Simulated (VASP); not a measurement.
Runs of VASP 6.6.1 on EuS. It takes space group Fm-3m (No. 225, cubic). The conventional cell has a = 5.957 Å, b = 5.957 Å, c = 5.957 Å, α = 90.00°, β = 90.00°, γ = 90.00°. Eu (site symmetry m-3m) has 6 S at 2.98 Å within 3.9 Å. S (site symmetry m-3m) has 6 Eu at 2.98 Å within 3.9 Å. 

```csv
level,U,gap on the mesh (eV),pressure (GPa),moment (μB)
PBE+U,Eu f U = 3.0 eV,none,-0.6,7.00
PBE+U,Eu f U = 6.0 eV,0.42,1.0,7.00
PBE,-,none,(c),(a)
PBE+U,Eu f U = 1.5 eV,none,(b),6.98
PBE+U,Eu f U = 4.5 eV,0.03,0.3,7.00
```

Alike in all rows: task single point; potentials or basis VASP PAW PBE potentials, release 64 (Eu, S); spin collinear, ferromagnetic start; cell as given; k mesh 10 × 10 × 10; cutoff (eV) 600; smearing fermi-dirac 0.1 eV.

Question: Fill in the values left out.

Answer: (a) 6.95; (b) -1.7; (c) -2.8.

Caveats: spin-orbit coupling is left out, which moves the levels of the heavy elements; a cell with one magnetic atom can't hold antiferromagnetic order, which such compounds often take; semilocal functionals describe open f shells poorly, which spoils levels, moments and volumes (at least some runs); the smearing spreads over this small gap (at least some runs).

A k mesh can miss the band edges, and the runs leave out spin-orbit coupling on Eu.

A gap of «none» marks levels without a gap at the run's occupations.
